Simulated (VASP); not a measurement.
# Y2TaN3 (P-3m1) in VASP: further runs

The runs below take Y2TaN3 through single point, with PBE.

Everything below comes from runs of VASP 6.6.1. Logs are shortened: lines on timing, memory, paths and dates and some standing lists are left out, and cuts for length are marked.

### Step 1. The cell of the first run

It takes space group P-3m1 (No. 164, trigonal). Conventional cell: a = 3.319 Å, b = 3.319 Å, c = 8.183 Å, α = 90.00°, β = 90.00°, γ = 120.00°. Y (site symmetry 3m) has 6 N at 2.39 to 2.44 Å and 3 Ta at 3.28 Å and 9 Y at 3.32 to 3.44 Å within 3.5 Å. Ta (site symmetry -3m) has 6 N at 2.24 Å within 3.0 Å. Within 3.6 Å of N (site symmetry -3m) lie 6 Y at 2.39 Å and 12 N at 3.32 to 3.50 Å. N (site symmetry 3m) has 3 Ta at 2.24 Å and 3 Y at 2.44 Å and 3 N at 3.01 Å within 3.1 Å.

The cell was built from a structure type or drawn by symmetry, and may not be a known phase.

### Step 2. Single point, PBE

INCAR reads:

```
SYSTEM = Y2TaN3
ALGO = Normal ; EDIFF = 1E-6
ENCUT = 520 ; GGA = PE
ISIF = 2 ; ISMEAR = 0
LASPH = .True. ; LCHARG = .False.
LREAL = .False. ; LWAVE = .False.
NBANDS = 33 ; NELM = 100
PREC = Accurate ; SIGMA = 0.1
```

KPOINTS reads:

```
k-points
0
Gamma
  6 6 2
  0 0 0
```

POSCAR reads:

```
Y2TaN3
1.0
    3.3194638000      0.0000000000      0.0000000000
   -1.6597319000      2.8747399000      0.0000000000
    0.0000000000      0.0000000000      8.1831236000
Y Ta N
2 1 3
Direct
    0.3333333000      0.6666667000      0.6744400000
    0.6666667000      0.3333333000      0.3255600000
    0.0000000000      0.0000000000      0.0000000000
    0.0000000000      0.0000000000      0.5000000000
    0.3333333000      0.6666667000      0.1418670000
    0.6666667000      0.3333333000      0.8581330000
```

Potentials or basis: VASP PAW PBE potentials, release 64 (Y_sv, Ta_pv, N).

On the command line:

```console
cat potpaw_PBE.64/Y_sv/POTCAR potpaw_PBE.64/Ta_pv/POTCAR potpaw_PBE.64/N/POTCAR > POTCAR
mpirun -np 1 vasp_std > vasp.out
```

OUTCAR:

```text
SYSTEM = Y2TaN3
   EDIFF = 1E-6
   ENCUT = 520
   GGA = PE
   ISIF = 2
   ISMEAR = 0
   LASPH = .True.
   LREAL = .False.
   NELM = 100
   PREC = Accurate

 ion  position               nearest neighbor table
   1  0.333  0.667  0.674-   4 2.39   4 2.39   4 2.39   6 2.44   6 2.44   6 2.44   3 3.28   3 3.28
                             3 3.28   2 3.44   2 3.44   2 3.44
   2  0.667  0.333  0.326-   4 2.39   4 2.39   4 2.39   5 2.44   5 2.44   5 2.44   3 3.28   3 3.28
                             3 3.28   1 3.44   1 3.44   1 3.44
   3  0.000  0.000  0.000-   5 2.24   6 2.24   5 2.24   6 2.24   6 2.24   5 2.24   1 3.28   2 3.28
                             1 3.28   2 3.28   1 3.28   2 3.28
   4  0.000  0.000  0.500-   1 2.39   2 2.39   1 2.39   2 2.39   2 2.39   1 2.39
   5  0.333  0.667  0.142-   3 2.24   3 2.24   3 2.24   2 2.44   2 2.44   2 2.44
   6  0.667  0.333  0.858-   3 2.24   3 2.24   3 2.24   1 2.44   1 2.44   1 2.44

  LATTYP: Found a hexagonal cell.
 ALAT       =     3.3194638000
 C/A-ratio  =     2.4651944088

  Lattice vectors:

 A1 = (   3.3194638000,   0.0000000000,   0.0000000000)
 A2 = (  -1.6597319000,   2.8747399000,   0.0000000000)
 A3 = (   0.0000000000,   0.0000000000,   8.1831236000)

Analysis of symmetry for initial positions (statically):
=====================================================================
 Subroutine PRICEL returns:
 Original cell was already a primitive cell.

 Routine SETGRP: Setting up the symmetry group for a
 hexagonal supercell.

 Subroutine GETGRP returns: Found 12 space group operations
 (whereof 12 operations were pure point group operations)
 out of a pool of 24 trial point group operations.

The static configuration has the point symmetry D_3d.

Analysis of symmetry for dynamics (positions and initial velocities):
=====================================================================
 Subroutine PRICEL returns:
 Original cell was already a primitive cell.

 Routine SETGRP: Setting up the symmetry group for a
 hexagonal supercell.

 Subroutine GETGRP returns: Found 12 space group operations
 (whereof 12 operations were pure point group operations)
 out of a pool of 24 trial point group operations.

The dynamic configuration has the point symmetry D_3d.

 Subroutine INISYM returns: Found 12 space group operations
 (whereof 12 operations are pure point group operations),
 and found     1 'primitive' translations

----------------------------------------------------------------------------------------

                                     Primitive cell

  volume of cell :      78.0882

  direct lattice vectors                    reciprocal lattice vectors
     3.319463800  0.000000000  0.000000000     0.301253474  0.173928779  0.000000000
    -1.659731900  2.874739900  0.000000000     0.000000000  0.347857557  0.000000000
     0.000000000  0.000000000  8.183123600     0.000000000  0.000000000  0.122202725

  length of vectors
     3.319463800  3.319463733  8.183123600     0.347857550  0.347857557  0.122202725

  position of ions in fractional coordinates (direct lattice)
     0.333333300  0.666666700  0.674440000
     0.666666700  0.333333300  0.325560000
     0.000000000  0.000000000  0.000000000
     0.000000000  0.000000000  0.500000000
     0.333333300  0.666666700  0.141867000
     0.666666700  0.333333300  0.858133000

  ion indices of the primitive-cell ions
   primitive index   ion index
                 1           1
                 2           2
                 3           3
                 4           4
                 5           5
                 6           6

----------------------------------------------------------------------------------------

 KPOINTS: k-points

Automatic generation of k-mesh.
 Grid dimensions read from file:
 generate k-points for:    6    6    2

 Generating k-lattice:

  Cartesian coordinates                     Fractional coordinates (reciprocal lattice)
     0.050208912  0.028988130  0.000000000     0.166666667  0.000000000  0.000000000
[... 55 lines left out ...]

 k-point     2 :       0.1667    0.0000    0.0000
  band No.  band energies     occupation
      1     -35.3596      2.00000
      2     -35.3029      2.00000
      3     -29.1484      2.00000
      4     -29.0971      2.00000
      5     -29.0822      2.00000
      6     -16.0142      2.00000
[... 25 lines left out ...]
     32      10.6447      0.00000
     33      11.1827      0.00000

 k-point     3 :       0.3333    0.0000    0.0000
  band No.  band energies     occupation
      1     -35.2855      2.00000
      2     -35.2485      2.00000
      3     -29.3141      2.00000
      4     -29.1196      2.00000
      5     -29.0660      2.00000
      6     -16.0326      2.00000
[... 25 lines left out ...]
     32      11.3793      0.00000
     33      11.6823      0.00000

 k-point     4 :       0.5000    0.0000    0.0000
  band No.  band energies     occupation
      1     -35.2447      2.00000
      2     -35.2242      2.00000
      3     -29.3949      2.00000
      4     -29.1382      2.00000
      5     -29.0503      2.00000
      6     -16.2885      2.00000
[... 25 lines left out ...]
     32      12.5424      0.00000
     33      12.9426      0.00000

 k-point     5 :       0.1667    0.1667    0.0000
  band No.  band energies     occupation
      1     -35.3046      2.00000
      2     -35.2618      2.00000
      3     -29.2570      2.00000
      4     -29.1273      2.00000
      5     -29.0735      2.00000
      6     -15.8872      2.00000
[... 244 lines left out ...]
 k-point    12 :       0.1667    0.1667    0.5000
  band No.  band energies     occupation
      1     -35.3050      2.00000
      2     -35.2614      2.00000
      3     -29.2570      2.00000
      4     -29.1272      2.00000
      5     -29.0735      2.00000
      6     -15.8867      2.00000
[... 25 lines left out ...]
     32      11.2207      0.00000
     33      11.6725      0.00000

 k-point    13 :       0.3333    0.1667    0.5000
  band No.  band energies     occupation
      1     -35.2449      2.00000
      2     -35.2241      2.00000
      3     -29.3523      2.00000
      4     -29.1826      2.00000
      5     -29.0504      2.00000
      6     -16.1205      2.00000
[... 25 lines left out ...]
     32      11.8124      0.00000
     33      12.1464      0.00000

 k-point    14 :       0.3333    0.3333    0.5000
  band No.  band energies     occupation
      1     -35.2182      2.00000
      2     -35.2182      2.00000
      3     -29.2931      2.00000
      4     -29.2931      2.00000
      5     -29.0427      2.00000
      6     -15.9356      2.00000
[... 25 lines left out ...]
     32      11.7146      0.00000
     33      12.2752      0.00000

------------------------ aborting loop because EDIFF is reached ----------------------------------------

  FORCE on cell =-STRESS in cart. coord.  units (eV):
  Direction    XX          YY          ZZ          XY          YZ          ZX
  --------------------------------------------------------------------------------------
  -------------------------------------------------------------------------------------
  Total       -0.2833678     -0.2833678      0.3466474     -0.0000000      0.0000000     -0.0000000
  in kB       -5.8140058     -5.8140055      7.1123469     -0.0000000      0.0000000     -0.0000000
  external PRESSURE =      -1.5052215 kB  Pullay stress =       0.0000000 kB

 VOLUME and BASIS-vectors are now :
 -----------------------------------------------------------------------------
  energy-cutoff  :      520.00
  volume of cell :       78.09
      direct lattice vectors                 reciprocal lattice vectors
     3.319463800  0.000000000  0.000000000     0.301253474  0.173928779  0.000000000
    -1.659731900  2.874739900  0.000000000     0.000000000  0.347857557  0.000000000
     0.000000000  0.000000000  8.183123600     0.000000000  0.000000000  0.122202725

 POSITION                                       TOTAL-FORCE (eV/Angst)
 -----------------------------------------------------------------------------------
     -0.00000      1.91649      5.51903        -0.000000     -0.000000     -0.163802
      1.65973      0.95825      2.66410         0.000000      0.000000      0.163802
      0.00000      0.00000      0.00000        -0.000000      0.000000     -0.000000
      0.00000      0.00000      4.09156        -0.000000      0.000000     -0.000000
     -0.00000      1.91649      1.16092         0.000000     -0.000000      0.051598
      1.65973      0.95825      7.02221        -0.000000      0.000000     -0.051598
 -----------------------------------------------------------------------------------
    total drift:                               -0.000000      0.000000      0.000000

  FREE ENERGIE OF THE ION-ELECTRON SYSTEM (eV)
  ---------------------------------------------------
  free  energy   TOTEN  =       -58.6376302862 eV

  energy  without entropy=      -58.6261806093  energy(sigma->0) =      -58.63190545
```

Wall time 29 s (1 thread of Intel Xeon 6975P-C (Granite Rapids), shared host); peak memory 0.24 GiB.

What came out:

* Free energy: -58.6376 eV
* Pressure: -0.2 GPa
* Largest force: 0.164 eV/Å
* Band gap on the k mesh: zero (bands 24 and 25 overlap by 0.55 eV)

Forces on the atoms (eV/Å):
```
Y    0.000  0.000 -0.164
Y    0.000  0.000  0.164
Ta   0.000  0.000  0.000
N    0.000  0.000  0.000
N    0.000  0.000  0.052
N    0.000  0.000 -0.052
```

Stress tensor (GPa, compression positive):
```
-0.58  0.00  0.00
 0.00 -0.58  0.00
 0.00  0.00  0.71
```

Caveat: the k points lie up to 0.38 Å⁻¹ apart, too coarse for converged energies and pressures of a metal; spin-orbit coupling is left out, which moves the levels of the heavy elements.

### Step 3. Single point, PBE

This run uses another cell than the first one: it holds 12 atoms, not 6.

INCAR reads:

```
PREC = Accurate
ENCUT = 520
EDIFF = 1E-6
ISMEAR = 0
SIGMA = 0.2
LREAL = False
LASPH = True
NELM = 100
ALGO = Normal
ISIF = 2
LWAVE = False
LCHARG = False
GGA = PE
NBANDS = 60
```

KPOINTS reads:

```
regular mesh
0
Gamma
  6 6 2
```

POSCAR reads:

```
Y2TaN3
1.0
    3.3194637551      0.0000000000      0.0000000000
   -1.6597318776      2.8747399389      0.0000000000
    0.0000000000      0.0000000000     16.3662472000
Y Ta N
4 2 6
Direct
    0.3333333333      0.6666666667      0.3372200000
    0.3333333333      0.6666666667      0.8372200000
    0.6666666667      0.3333333333      0.1627800000
    0.6666666667      0.3333333333      0.6627800000
    0.0000000000      0.0000000000      0.0000000000
    0.0000000000      0.0000000000      0.5000000000
    0.0000000000      0.0000000000      0.2500000000
    0.0000000000      0.0000000000      0.7500000000
    0.3333333333      0.6666666667      0.0709335000
    0.3333333333      0.6666666667      0.5709335000
    0.6666666667      0.3333333333      0.4290665000
    0.6666666667      0.3333333333      0.9290665000
```

Potentials or basis: VASP PAW PBE potentials, release 64 (Y_sv, Ta_pv, N).

On the command line:

```console
cat potpaw_PBE.64/Y_sv/POTCAR potpaw_PBE.64/Ta_pv/POTCAR potpaw_PBE.64/N/POTCAR > POTCAR
mpirun -np 1 vasp_std > vasp.out
```

Run time: 2.1 min. Hardware: 1 thread of Intel Xeon 6975P-C (Granite Rapids), shared host; peak memory 0.38 GiB.

Results (log left out):

```yaml
Free_energy: -117.2890 eV
Pressure: -0.1 GPa
Largest_force: 0.080 eV/Å
Band_gap_on_the_k_mesh: zero (bands 48 and 49 overlap by 0.57 eV)
```

Forces in eV/Å, atoms in the order of the input:
```
Y    0.000  0.000 -0.080
Y    0.000  0.000 -0.080
Y    0.000  0.000  0.080
Y    0.000  0.000  0.080
Ta   0.000  0.000  0.000
Ta   0.000  0.000  0.000
N    0.000  0.000  0.000
N    0.000  0.000  0.000
N    0.000  0.000  0.066
N    0.000  0.000  0.066
N    0.000  0.000 -0.066
N    0.000  0.000 -0.066
```

Stress tensor (GPa, compression positive):
```
-0.27  0.00  0.00
 0.00 -0.27  0.00
 0.00  0.00  0.28
```

Levels at points of the mesh, in eV from the Fermi level:
```
           k point  band 46  band 47  band 48  band 49  band 50  band 51
(0.00, 0.00, 0.00)    -1.85    -0.16    -0.16    -0.07    -0.07     0.42
(0.50, 0.00, 0.00)    -2.29    -2.23    -1.06    -0.29     1.56     1.99
(0.00, 0.00, 0.50)    -2.09    -0.11    -0.11    -0.11    -0.11     0.45
(0.50, 0.00, 0.50)    -2.34    -1.62    -1.62     0.49     0.49     2.05
```

Caveat: the k points lie up to 0.36 Å⁻¹ apart, too coarse for converged energies and pressures of a metal; spin-orbit coupling is left out, which moves the levels of the heavy elements.

### Step 4. Single point, PBE, collinear spin

INCAR reads:

```
SYSTEM = Y2TaN3
PREC = Accurate ; ENCUT = 520
EDIFF = 1E-6 ; ISMEAR = 0
SIGMA = 0.1 ; LREAL = .FALSE.
LASPH = .TRUE. ; NELM = 150
ALGO = Normal ; ISIF = 2
LWAVE = .FALSE. ; LCHARG = .FALSE.
ISPIN = 2 ; MAGMOM = 0 0 1 0 0 0
LORBIT = 11 ; LMAXMIX = 4
GGA = PE ; NBANDS = 37
```

KPOINTS reads:

```
Automatic mesh
0
G
  6 6 2
  0 0 0
```

POSCAR reads:

```
Y2TaN3
1.0
    3.3194638000      0.0000000000      0.0000000000
   -1.6597319000      2.8747399000      0.0000000000
    0.0000000000      0.0000000000      8.1831236000
Y Ta N
2 1 3
Direct
    0.3333333000      0.6666667000      0.6744400000
    0.6666667000      0.3333333000      0.3255600000
    0.0000000000      0.0000000000      0.0000000000
    0.0000000000      0.0000000000      0.5000000000
    0.3333333000      0.6666667000      0.1418670000
    0.6666667000      0.3333333000      0.8581330000
```

On the command line:

```console
cat potpaw_PBE.64/Y_sv/POTCAR potpaw_PBE.64/Ta_pv/POTCAR potpaw_PBE.64/N/POTCAR > POTCAR
mpirun -np 1 vasp_std > vasp.out
```

Wall time 59 s (1 thread of Intel Xeon 6975P-C (Granite Rapids), shared host); peak memory 0.29 GiB.

Results (log left out):

```yaml
Free_energy: -58.6376 eV
Pressure: -0.1 GPa
Largest_force: 0.163 eV/Å
Band_gap_on_the_k_mesh: zero (filled and empty bands overlap)
Net_moment: 0.00 μB per cell
Valence_electrons_inside_the_program's_atomic_spheres: Y 10.07; Ta 8.74; N 3.69
```

Forces in eV/Å, atoms in the order of the input:
```
Y    0.000  0.000 -0.163
Y    0.000  0.000  0.163
Ta   0.000  0.000  0.000
N    0.000  0.000  0.000
N    0.000  0.000  0.052
N    0.000  0.000 -0.052
```

Stress tensor (GPa, compression positive):
```
-0.58  0.00  0.00
 0.00 -0.58  0.00
 0.00  0.00  0.72
```

Levels at points of the mesh, in eV from the Fermi level:
Spin up:
| k point | band 22 | band 23 | band 24 | band 25 | band 26 | band 27 |
| --- | --- | --- | --- | --- | --- | --- |
| (0.00, 0.00, 0.00) | -1.80 | -1.80 | -0.13 | -0.13 | 0.45 | 1.74 |
| (0.50, 0.00, 0.00) | -2.28 | -2.25 | -2.18 | 1.60 | 2.03 | 2.06 |
| (0.00, 0.00, 0.50) | -2.38 | -2.38 | -0.04 | -0.04 | 0.49 | 1.33 |
| (0.50, 0.00, 0.50) | -3.14 | -2.41 | -1.03 | -0.24 | 2.08 | 2.17 |
Spin down:
```csv
k point,band 20,band 21,band 22,band 23,band 24,band 25,band 26,band 27,band 28,band 29
"(0.00, 0.00, 0.00)",-3.36,-1.94,-1.80,-1.80,-0.13,-0.13,0.45,1.74,2.42,2.70
"(0.50, 0.00, 0.00)",-3.86,-3.19,-2.28,-2.25,-2.18,1.60,2.03,2.06,2.15,4.61
"(0.00, 0.00, 0.50)",-2.93,-2.93,-2.38,-2.38,-0.04,-0.04,0.49,1.33,2.60,2.60
"(0.50, 0.00, 0.50)",-3.75,-3.58,-3.14,-2.41,-1.03,-0.24,2.09,2.17,4.04,5.02
```

Caveat: the k points lie up to 0.38 Å⁻¹ apart, too coarse for converged energies and pressures of a metal; spin-orbit coupling is left out, which moves the levels of the heavy elements.

### Step 5. Single point, PBE, collinear spin

INCAR reads:

```
PREC = Accurate
ENCUT = 520
EDIFF = 1E-6
ISMEAR = 0
SIGMA = 0.1
LREAL = False
LASPH = True
NELM = 150
ALGO = Normal
ISIF = 2
LWAVE = False
LCHARG = False
ISPIN = 2
MAGMOM = 0 0 1 0 0 0
LORBIT = 11
LMAXMIX = 4
GGA = PE
NBANDS = 37
```

KPOINTS reads:

```
regular mesh
0
Gamma
  6 6 2
```

POSCAR is that of step 4.

On the command line:

```console
cat potpaw_PBE.64/Y_sv/POTCAR potpaw_PBE.64/Ta_pv/POTCAR potpaw_PBE.64/N/POTCAR > POTCAR
mpirun -np 1 vasp_std > vasp.out
```

Wall time 58 s (1 thread of Intel Xeon 6975P-C (Granite Rapids), shared host); peak memory 0.29 GiB.

The run converged. Its results:

| Property | Result |
| --- | --- |
| Free energy | -58.6376 eV |
| Pressure | -0.1 GPa |
| Largest force | 0.163 eV/Å |
| Band gap on the k mesh | zero (filled and empty bands overlap) |
| Net moment | 0.00 μB per cell |
| Valence electrons inside the program's atomic spheres | Y 10.07; Ta 8.74; N 3.69 |

Forces on the atoms (eV/Å):
```
Y    0.000  0.000 -0.163
Y    0.000  0.000  0.163
Ta   0.000  0.000  0.000
N    0.000  0.000  0.000
N    0.000  0.000  0.052
N    0.000  0.000 -0.052
```

Stress tensor (GPa, compression positive):
```
-0.58  0.00  0.00
 0.00 -0.58  0.00
 0.00  0.00  0.72
```

Levels at points of the mesh, in eV from the Fermi level:
Spin up:
| k point | band 20 | band 21 | band 22 | band 23 | band 24 | band 25 | band 26 | band 27 | band 28 | band 29 |
| --- | --- | --- | --- | --- | --- | --- | --- | --- | --- | --- |
| (0.00, 0.00, 0.00) | -3.36 | -1.94 | -1.80 | -1.80 | -0.13 | -0.13 | 0.45 | 1.74 | 2.42 | 2.70 |
| (0.50, 0.00, 0.00) | -3.86 | -3.19 | -2.28 | -2.25 | -2.18 | 1.60 | 2.03 | 2.06 | 2.15 | 4.61 |
| (0.00, 0.00, 0.50) | -2.93 | -2.93 | -2.38 | -2.38 | -0.04 | -0.04 | 0.49 | 1.33 | 2.60 | 2.60 |
| (0.50, 0.00, 0.50) | -3.75 | -3.58 | -3.14 | -2.41 | -1.03 | -0.24 | 2.08 | 2.17 | 4.04 | 5.02 |
Spin down:
```tsv
k point	band 20	band 21	band 22	band 23	band 24	band 25	band 26	band 27	band 28	band 29
(0.00, 0.00, 0.00)	-3.36	-1.94	-1.80	-1.80	-0.13	-0.13	0.45	1.74	2.42	2.70
(0.50, 0.00, 0.00)	-3.86	-3.19	-2.28	-2.25	-2.18	1.60	2.03	2.06	2.15	4.61
(0.00, 0.00, 0.50)	-2.93	-2.93	-2.38	-2.38	-0.04	-0.04	0.49	1.33	2.60	2.60
(0.50, 0.00, 0.50)	-3.75	-3.58	-3.14	-2.41	-1.03	-0.24	2.09	2.17	4.04	5.02
```

Caveat: the k points lie up to 0.38 Å⁻¹ apart, too coarse for converged energies and pressures of a metal; spin-orbit coupling is left out, which moves the levels of the heavy elements.

### Step 6. The runs side by side

```csv
spin,cell,smearing,gap on the mesh (eV),pressure (GPa),largest force (eV/Å)
off,"a = 3.319, b = 3.319, c = 8.183 Å, angles 90.0, 90.0, 120.0°, 6 atoms, atomic positions A",gaussian 0.1 eV,none,-0.2,0.16
off,"a = 3.319, b = 3.319, c = 16.366 Å, angles 90.0, 90.0, 120.0°, 12 atoms, atomic positions B",gaussian 0.2 eV,none,-0.1,0.08
collinear,"a = 3.319, b = 3.319, c = 8.183 Å, angles 90.0, 90.0, 120.0°, 6 atoms, atomic positions A",gaussian 0.1 eV,none,-0.1,0.16
```

Alike in all rows: task single point; level PBE; potentials or basis VASP PAW PBE potentials, release 64 (Y_sv, Ta_pv, N); k mesh 6 × 6 × 2; cutoff (eV) 520.

Caveats: all runs use coarse meshes; spin-orbit coupling is left out, which moves the levels of the heavy elements.

Absolute energies hang on the potentials; compare differences alone.
